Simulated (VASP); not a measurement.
Wanted: the native input for a VASP 6.6.1 run.

| Item | Value |
| --- | --- |
| Task | single point |
| Functional | BLYP |
| Potentials or basis | VASP PAW PBE potentials, release 64 (Co) |
| Cutoff | 520 eV |
| k mesh | 23 × 23 × 13 |
| Occupations | fermi-dirac, width 0.05 eV |
| Spin | collinear spin, ferromagnetic start |
| Starting moments | [1.677, 1.677] μB |
| Dipole correction | no |
| Further INCAR settings | ALGO = Normal; EDIFF = 1e-06; NBANDS = 20 |

The structure of Co lies in POSCAR:

```
Co
1.0
    2.4269155813      0.0000000000      0.0000000000
   -1.2134577906      2.1017705463      0.0000000000
    0.0000000000      0.0000000000      3.9128381265
Co
2
Direct
    0.3333333333      0.6666666667      0.2500000000
    0.6666666667      0.3333333333      0.7500000000
```

These files were run (other wordings do the same):

INCAR

```
PREC = Accurate
ENCUT = 520
EDIFF = 1E-6
ISMEAR = -1
SIGMA = 0.05
LREAL = F
LASPH = T
NELM = 150
ALGO = Normal
ISIF = 2
LWAVE = F
LCHARG = F
ISPIN = 2
MAGMOM = 1.677 1.677
LORBIT = 11
LMAXMIX = 4
GGA = B5
ALDAX = 1.0
AGGAX = 1.0
AGGAC = 1.0
ALDAC = 0.0
NBANDS = 20
```

KPOINTS

```
regular mesh
0
Gamma
  23 23 13
```

Potentials or basis: VASP PAW PBE potentials, release 64 (Co).

Command:

```sh
$ cat potpaw_PBE.64/Co/POTCAR > POTCAR
$ mpirun -np 1 vasp_std > vasp.out
```

It gave:

```json
{
  "Pressure": "32.2 GPa",
  "Net moment": "3.04 μB per cell",
  "Site moments": "Co +1.52 μB",
  "Valence electrons inside the program's atomic spheres": "Co 8.47"
}
```

Caveat: the cell stands under pressure; the PAW data sets were made with another functional, which shifts forces and pressure a little.

It took 5.3 min on 1 thread of Oxide Virtual Turin-like Processor (shared host), peak memory 0.28 GiB.
